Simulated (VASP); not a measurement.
## CuO2: single point with PBE

The system is CuO2.

```
Cu O
1.0
     1.41261   -5.21075    0.00000
     1.41261    5.21075    0.00000
     0.00000    0.00000    4.34342
Cu O
2 4
Direct
  0.83275 0.16725 0.25000
  0.16725 0.83275 0.75000
  0.44851 0.55149 0.25000
  0.55149 0.44851 0.75000
  0.21103 0.78897 0.25000
  0.78897 0.21103 0.75000
```

```yaml
Program: VASP 6.6.1
Task: single point
Functional: PBE
Potentials_or_basis: VASP PAW PBE potentials, release 64 (Cu, O)
Cutoff: 520 eV
k_mesh: 6 × 6 × 4
Occupations: gaussian, width 0.1 eV
Spin: collinear spin
Starting_moments: "[1.0, 1.0, 0.0, 0.0, 0.0, 0.0] μB"
```

| Property | Result |
| --- | --- |
| Pressure | -0.3 GPa |
| Largest force | 0.177 eV/Å |
| Net moment | 1.07 μB per cell |
| Site moments | Cu +0.06; O +0.34, +0.07 (each value once) μB |
| Valence electrons inside the program's atomic spheres | Cu 9.94; O 4.82, 4.88 (each value once) |

Forces in eV/Å, atoms in the order of the input:
```
Cu   0.000 -0.013  0.000
Cu   0.000  0.013  0.000
O    0.000  0.068  0.000
O    0.000 -0.068  0.000
O    0.000 -0.177  0.000
O    0.000  0.177  0.000
```

Stress tensor (GPa, compression positive):
```
-0.30  0.00  0.00
 0.00  0.00  0.00
 0.00  0.00 -0.47
```

Levels at points of the mesh, in eV from the Fermi level:
Spin up:
| k point | band 22 | band 23 | band 24 | band 25 | band 26 | band 27 |
| --- | --- | --- | --- | --- | --- | --- |
| (0.00, 0.00, 0.00) | -1.11 | -0.68 | -0.49 | 0.96 | 1.22 | 6.04 |
| (0.50, 0.00, 0.00) | -1.73 | -1.49 | -0.10 | 0.58 | 0.67 | 10.22 |
| (0.50, 0.50, 0.00) | -1.30 | -1.00 | -0.03 | 1.10 | 1.23 | 7.56 |
| (0.00, 0.00, 0.50) | -1.06 | 0.12 | 0.12 | 1.10 | 1.10 | 8.56 |
| (0.50, 0.00, 0.50) | -1.09 | 0.18 | 0.18 | 0.69 | 0.69 | 10.12 |
| (0.50, 0.50, 0.50) | -0.82 | -0.02 | -0.02 | 1.19 | 1.19 | 9.39 |
Spin down:
| k point | band 19 | band 20 | band 21 | band 22 | band 23 | band 24 | band 25 | band 26 |
| --- | --- | --- | --- | --- | --- | --- | --- | --- |
| (0.00, 0.00, 0.00) | -1.22 | -1.14 | -0.99 | -0.73 | -0.40 | 0.58 | 1.09 | 1.40 |
| (0.50, 0.00, 0.00) | -1.96 | -1.78 | -1.72 | -1.59 | -1.01 | 0.75 | 0.84 | 1.05 |
| (0.50, 0.50, 0.00) | -1.66 | -1.38 | -1.05 | -0.97 | -0.87 | 1.01 | 1.26 | 1.39 |
| (0.00, 0.00, 0.50) | -1.29 | -1.29 | -0.82 | -0.82 | 0.62 | 0.62 | 1.25 | 1.25 |
| (0.50, 0.00, 0.50) | -2.71 | -2.71 | -0.30 | -0.30 | 0.44 | 0.44 | 0.99 | 0.99 |
| (0.50, 0.50, 0.50) | -1.77 | -1.77 | -0.07 | -0.07 | 0.26 | 0.26 | 1.35 | 1.35 |

Wall time 5.4 min on 1 thread of Intel(R) Xeon(R) Platinum 8259CL CPU @ 2.50GHz (Skylake/Cascade Lake), with other jobs on the host, peak memory 0.33 GiB.

Caveat: the k points lie up to 0.38 Å⁻¹ apart; a moment this small can come from the mesh or the smearing; semilocal functionals often make such compounds metallic where correlation or magnetic order opens a gap, which also shifts bond lengths. With open d or f shells a metallic result of PBE can be an artefact of self-interaction; +U or a hybrid may open a gap.
